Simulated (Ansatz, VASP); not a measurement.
One calculation of K2Ir, two programs

```
Ir K
1.0
     0.00000    3.71913    3.71913
     3.71913    0.00000    3.71913
     3.71913    3.71913    0.00000
Ir K
1 2
Direct
  0.00000 0.00000 0.00000
  0.25000 0.25000 0.25000
  0.75000 0.75000 0.75000
```

Alike in both runs: functional PBEsol; k mesh 8 × 8 × 8; occupations fermi-dirac, width 0.05 eV; no spin polarisation.

Ansatz relaxed the structure, and its values are those at the end. VASP's run is a single point on that final structure, the one shown.

```csv
,VASP,Ansatz
version,VASP 6.6.1,Ansatz 0.2.0
potentials or method,"VASP PAW PBE potentials, release 64 (Ir, K_sv), cutoff 520 eV","all-electron LAPW, non-relativistic"
```

```tsv
	VASP	Ansatz	Ansatz less VASP
pressure (GPa)	1.0	0.0	-1.02
```

VASP's potentials were made for PBE, not for PBEsol. Ansatz ran all-electron here, and VASP with PAW potentials.

Spin-orbit coupling is off throughout.
